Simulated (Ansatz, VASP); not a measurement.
## Zr3SiO in VASP and in Ansatz

Contents of INCAR:

```
SYSTEM = Zr3SiO
PREC = Accurate
ENCUT = 520
EDIFF = 1E-7
ISMEAR = 0
SIGMA = 0.1
LREAL = .FALSE.
LASPH = .TRUE.
NELM = 60
ALGO = Normal
ISIF = 2
LWAVE = .FALSE.
LCHARG = .FALSE.
GGA = PE
NBANDS = 31
```

The input KPOINTS:

```
regular mesh
0
G
  6 6 6
  0 0 0
```

The input POSCAR:

```
Zr3SiO
1.0
    2.5424495600      1.4678839400      4.0704837000
   -2.5424495600      1.4678839400      4.0704837000
    0.0000000000     -2.9357678700      4.0704837000
Zr Si O
3 1 1
Direct
    0.0000000000      0.0000000000      0.5000000000
    0.5000000000      0.0000000000      0.0000000000
    0.0000000000      0.5000000000      0.0000000000
    0.5000000000      0.5000000000      0.5000000000
    0.0000000000      0.0000000000      0.0000000000
```

Input for Ansatz:

```yaml
crystal:
  lattice:
    - [2.54244956, 1.46788394, 4.0704837]
    - [-2.54244956, 1.46788394, 4.0704837]
    - [0.0, -2.93576787, 4.0704837]
  atoms:
    - { symbol: Zr, position: [0.0, 0.0, 0.5] }
    - { symbol: Zr, position: [0.5, 0.0, 0.0] }
    - { symbol: Zr, position: [0.0, 0.5, 0.0] }
    - { symbol: Si, position: [0.5, 0.5, 0.5] }
    - { symbol: O, position: [0.0, 0.0, 0.0] }
basis:
  ecutwfc: 420
kpoints:
  mp_grid: { grid: [6, 6, 6] }
hamiltonian:
  xc: pbe
scf:
  occupations: { method: gaussian, width: 0.1 }
  lower_state_search: "off"
output:
  forces: true
  stress: true
  eigenvalues: true
```

Alike in both runs: task single point; functional PBE; k mesh 6 × 6 × 6; occupations gaussian, width 0.1 eV; no spin polarisation.

|  | VASP | Ansatz |
| --- | --- | --- |
| version | VASP 6.6.1 | Ansatz 0.2.0 |
| potentials or method | VASP PAW PBE potentials, release 64 (Zr_sv, Si, O), cutoff 520 eV | scalar-relativistic, plane waves, PAW |
| valence electrons in the cell | 46 | 46 |

VASP gave:

```
gap on the k mesh at the Fermi level (eV)                     : none
pressure (GPa)                                                : 26.9
traceless stress, the component that is largest in VASP (GPa) : -49.82
```

Q: Which values does Ansatz return?

A: gap on the k mesh at the Fermi level (eV): none; pressure (GPa): 26.7; traceless stress, the component that is largest in VASP (GPa): -49.62.

A gap of «none» marks a metal or a gap that the smearing closes.
